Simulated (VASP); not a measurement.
Here is a VASP 6.6.1 calculation.

File INCAR:

```
PREC     = Accurate       # precision mode
ENCUT    = 400            # plane-wave cutoff, eV
EDIFF    = 1E-6           # SCF threshold, eV
ISMEAR   = -1             # smearing method
SIGMA    = 0.0905         # smearing width, eV
LREAL    = Auto         
LASPH    = True           # aspherical terms in the spheres
NELM     = 120            # most SCF steps
ALGO     = Normal         # electronic algorithm
ISIF     = 2              # what is computed and relaxed
LWAVE    = False          # write WAVECAR
LCHARG   = False          # write CHGCAR
GGA      = PE             # functional
NBANDS   = 116            # bands
ISYM     = -1           
GGA_COMPAT= False
```

Contents of KPOINTS:

```
explicit points
1
Reciprocal
  0.25000000   0.25000000   0.25000000 1
```

Contents of POSCAR:

```
Fe5Co
1.0
    6.5850490000     -0.2081250000      0.1148480000
   -0.2081250000      6.4634040000     -0.0780520000
    0.1148480000     -0.0780520000      6.5184220000
Fe Co
20 4
Direct
    0.0089892127      0.1826223352      0.3373142527
    0.8607188265      0.7894455846      0.1756731876
    0.4989194682      0.3613462930      0.5271929154
    0.7047334670      0.9888999265      0.4806038007
    0.3639194667      0.4855429883      0.8432808091
    0.5082087360      0.8362569876     -0.0026160053
    0.2019759116      0.0088171322     -0.0096928880
    0.3393816909      0.3470930777      0.1660427939
    0.6910497446      0.1544253788      0.1836196749
    0.8582365964      0.0196377214      0.8773514521
    0.5091760928      0.6904510334      0.3125313501
    0.3387425921      1.0193741823      0.3122708662
    0.1858993832      0.6746395874      0.1571887792
    0.1648308255      0.4876676061      0.4958532819
    0.5322203943      0.1730852344      0.8218165686
    1.0001764766      0.6542553458      0.8549542620
    0.1755710862      0.1877331284      0.6413585923
    0.6774988760      0.6827657197      0.6681728859
    0.7928275766      0.4659704249      0.3381831158
    0.0368296658      0.3285560591      0.9977498609
    0.3760108720      0.8285454934      0.6616485610
    0.8561761047      0.3198839053      0.6482762953
    0.0270452638      0.8183246345      0.5235217634
    0.6773654122      0.5084625602      1.0296247246
```

Potentials or basis: VASP PAW PBE potentials, release 64 (Fe, Co).

The run is started by

```bash
$ cat potpaw_PBE.64/Fe/POTCAR potpaw_PBE.64/Co/POTCAR > POTCAR
$ mpirun -np 1 vasp_std > vasp.out
```

Problem. Predict the largest force.

Solution. 2.831 eV/Å.

Problem. Estimate the pressure.

Solution. -18.9 GPa.

Forces in eV/Å, atoms in the order of the input:
```
Fe   0.562 -1.132 -0.628
Fe  -0.324  1.692  0.187
Fe   0.290 -0.663 -1.136
Fe  -0.732  0.699  1.447
Fe  -1.144  0.869 -0.505
Fe   0.428  0.139 -0.162
Fe  -0.091 -0.124 -0.277
Fe   0.951 -0.254  0.548
Fe  -0.691 -0.246 -1.526
Fe  -0.269 -0.918 -1.018
Fe   0.047 -0.552  1.176
Fe   0.490 -0.366  1.288
Fe   0.152 -0.247  0.418
Fe   0.560  1.447 -0.417
Fe  -0.300 -0.545  0.720
Fe   0.272  0.585 -0.812
Fe   0.704 -2.099  1.764
Fe   0.916 -1.127 -0.021
Fe   1.632  1.071  0.762
Fe  -1.104  0.506  0.065
Co  -1.148  0.711 -0.261
Co  -0.423  0.536  0.955
Co  -0.449  0.753 -0.585
Co  -0.330 -0.736 -1.982
```

Caveat: the atoms stand as in a frame of molecular dynamics; the run has no spin polarisation, though such a crystal can be magnetic. Spin polarisation is off, so any magnetic state and its effect on volume and gap are missing.
